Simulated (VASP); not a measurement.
Tl, 2 atoms in the cell. Symmetry: Fd-3m, No. 227, cubic system. Conventional cell: a = 5.246 Å, b = 5.246 Å, c = 5.246 Å, α = 90.00°, β = 90.00°, γ = 90.00°. Within 3.0 Å of Tl (site symmetry -43m) lie 4 Tl at 2.27 Å. This isn't the form of Tl at room conditions, which is hcp.

| Property | Result |
| --- | --- |
| Program | VASP 6.6.1 |
| Task | single point |
| Functional | PBE |
| Potentials or basis | VASP PAW PBE potentials, release 64 (Tl_d) |
| Cutoff | 520 eV |
| k mesh | 10 × 10 × 10 |
| Occupations | fermi-dirac, width 0.05 eV |
| Spin | no spin polarisation |
| Dipole correction | no |
| Further INCAR settings | ALGO = Normal; EDIFF = 1e-06; NBANDS = 20 |

Potentials or basis: VASP PAW PBE potentials, release 64 (Tl_d).

Command:

```sh
$ cat potpaw_PBE.64/Tl_d/POTCAR > POTCAR
$ mpirun -np 1 vasp_std > vasp.out
```

Hardware: 1 thread of AMD EPYC 7R13 (shared host).

Task: How long does it take, and how much memory?

Result: It took 53 s on 1 thread of AMD EPYC 7R13, on a shared host, peak memory 0.14 GiB. Counts: scf iterations 11, k points 47.
